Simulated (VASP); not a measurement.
Set up this calculation in VASP 6.6.1, as the native input.

- Task: single point
- Functional: PBEsol
- Potentials or basis: VASP PAW PBE potentials, release 64 (Sr_sv)
- Cutoff: 520 eV
- k mesh: 12 × 12 × 8
- Occupations: gaussian, width 0.1 eV
- Spin: no spin polarisation
- Dipole correction: no
- Further INCAR settings: ALGO = Fast; EDIFF = 1e-07; NBANDS = 17

The structure of Sr lies in POSCAR:

```
Sr
1.0
    4.1945373725      0.0000000000      0.0000000000
   -2.0972686862      3.6325759217      0.0000000000
    0.0000000000      0.0000000000      6.8785252927
Sr
2
Direct
    0.3333333333      0.6666666667      0.2500000000
    0.6666666667      0.3333333333      0.7500000000
```

This isn't the form of Sr at room conditions, which is fcc.

These files were run (other wordings do the same):

INCAR

```
ALGO = Fast ; EDIFF = 1E-7
ENCUT = 520 ; GGA = PS
ISIF = 2 ; ISMEAR = 0
LASPH = True ; LCHARG = True
LELF = True ; LREAL = False
LVHAR = True ; LWAVE = False
NBANDS = 17 ; NELM = 60
PREC = Accurate ; SIGMA = 0.1
```

KPOINTS

```
k-points
0
Gamma
  12 12 8
```

Potentials or basis: VASP PAW PBE potentials, release 64 (Sr_sv).

Launch:

```bash
$ cat potpaw_PBE.64/Sr_sv/POTCAR > POTCAR
$ mpirun -np 1 vasp_std > vasp.out
```

Results of the run:

```json
{"Pressure": "0.0 GPa", "Band gap on the k mesh": "zero (bands 10 and 11 overlap by 0.23 eV)"}
```

Caveat: the PAW data sets were made with another functional, which shifts forces and pressure a little.

It took 2.1 min on 1 thread of Intel(R) Xeon(R) Platinum 8488C (Sapphire Rapids), on a shared host, peak memory 0.31 GiB.
